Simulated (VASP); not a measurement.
# SrO: single point with PBE

Crystal: SrO.

```xyz
4
Lattice="4.4761 -4.4761 0.0000 4.4761 4.4761 0.0000 0.0000 0.0000 4.1146" Properties=species:S:1:pos:R:3 pbc="T T T"
Sr    0.0000    0.0000    0.0000
Sr    4.4761    0.0000    2.0573
O     4.4761   -1.7457    0.0000
O     4.4761    1.7457    0.0000
```

This cell differs from its parent crystal: atoms taken out.

```
Program             : VASP 6.6.1
Task                : single point
Functional          : PBE
Potentials or basis : VASP PAW PBE potentials, release 64 (Sr_sv, O)
Cutoff              : 520 eV
k mesh              : 4 × 4 × 4
Occupations         : gaussian, width 0.1 eV
Spin                : collinear spin, ferromagnetic start
Starting moments    : [0.0, 0.0, 1.0, 1.0] μB
```

The pressure is -7.3 GPa, the largest force is 0.593 eV/Å and the net moment is -0.18 μB per cell. The site moments are Sr -0.00, +0.00; O -0.07 μB. The valence electrons inside the program's atomic spheres are Sr 7.87, 7.91; O 4.82.

Forces in eV/Å, atoms in the order of the input:
```
Sr   0.000  0.000  0.000
Sr   0.000  0.000  0.000
O    0.000 -0.593  0.000
O    0.000  0.593  0.000
```

Stress tensor (GPa, compression positive):
```
 -0.31   0.00   0.00
  0.00 -16.35   0.00
  0.00   0.00  -5.12
```

Levels at points of the mesh, in eV from the Fermi level:
Spin up:
| k point | band 14 | band 15 | band 16 | band 17 | band 18 | band 19 |
| --- | --- | --- | --- | --- | --- | --- |
| (0.00, 0.00, 0.00) | -0.50 | -0.19 | -0.13 | -0.06 | 1.89 | 2.98 |
| (0.50, 0.00, 0.00) | -0.48 | -0.38 | -0.11 | 0.27 | 1.73 | 2.52 |
| (0.50, 0.50, 0.00) | -0.19 | -0.15 | -0.03 | 0.11 | 2.13 | 2.80 |
| (0.00, 0.00, 0.50) | -0.37 | -0.32 | -0.23 | 1.99 | 2.11 | 2.36 |
| (0.50, 0.00, 0.50) | -0.49 | -0.48 | -0.08 | 1.59 | 2.57 | 2.72 |
| (0.50, 0.50, 0.50) | -0.60 | -0.36 | 0.02 | 1.64 | 2.41 | 2.96 |
Spin down:
```csv
k point,band 12,band 13,band 14,band 15,band 16,band 17,band 18,band 19,band 20,band 21
"(0.00, 0.00, 0.00)",-0.79,-0.67,-0.55,-0.29,-0.25,-0.16,1.85,2.97,3.74,4.11
"(0.50, 0.00, 0.00)",-1.09,-0.64,-0.60,-0.52,-0.21,0.16,1.71,2.50,3.80,4.11
"(0.50, 0.50, 0.00)",-0.83,-0.70,-0.31,-0.26,-0.13,0.03,2.12,2.74,3.54,4.02
"(0.00, 0.00, 0.50)",-0.95,-0.61,-0.47,-0.44,-0.39,1.96,2.05,2.38,3.32,4.17
"(0.50, 0.00, 0.50)",-0.90,-0.64,-0.58,-0.55,-0.24,1.56,2.49,2.72,3.17,4.32
"(0.50, 0.50, 0.50)",-1.00,-0.73,-0.73,-0.42,-0.15,1.61,2.34,2.97,3.18,4.37
```

Run time: 2.8 min on 1 thread of Intel(R) Xeon(R) Platinum 8559C (Emerald Rapids), with other jobs on the host, peak memory 0.38 GiB.

Caveat: the k points lie up to 0.38 Å⁻¹ apart; the cell differs from its parent crystal (atoms taken out); a moment this small can come from the mesh or the smearing.
